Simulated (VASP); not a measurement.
Here is a VASP 6.6.1 calculation.

The input INCAR:

```
  ALGO = Normal
  EDIFF = 1E-7
  ENCUT = 520
  GGA = PE
  ISIF = 2
  ISMEAR = 0
  LASPH = True
  LCHARG = False
  LREAL = False
  LWAVE = False
  NBANDS = 16
  NELM = 60
  PREC = Accurate
  SIGMA = 0.1
```

KPOINTS

```
k-points
0
Gamma
  12 12 12
```

POSCAR

```
HgH3
1.0
    3.7079524500      0.0000000000      0.0000000000
   -1.8539762250      3.2111810178      0.0000000000
    0.0000000000      0.0000000000      3.7108567430
Hg H
1 3
Direct
    0.0000000000      0.0000000000      0.0000000000
    0.3333333333      0.6666666667      0.0000000000
    0.6666666667      0.3333333333      0.0000000000
    0.0000000000      0.0000000000      0.5000000000
```

Potentials or basis: VASP PAW PBE potentials, release 64 (Hg, H).

Command:

```bash
$ cat potpaw_PBE.64/Hg/POTCAR potpaw_PBE.64/H/POTCAR > POTCAR
$ mpirun -np 1 vasp_std > vasp.out
```

(1) What does it give for the band gap on the k mesh?

(2) What does it give for the pressure?

Answers

(1) zero (an odd number of electrons rules out a gap without spin polarisation).

(2) 0.2 GPa.

Caveat: spin-orbit coupling is left out, which moves the levels of the heavy elements.
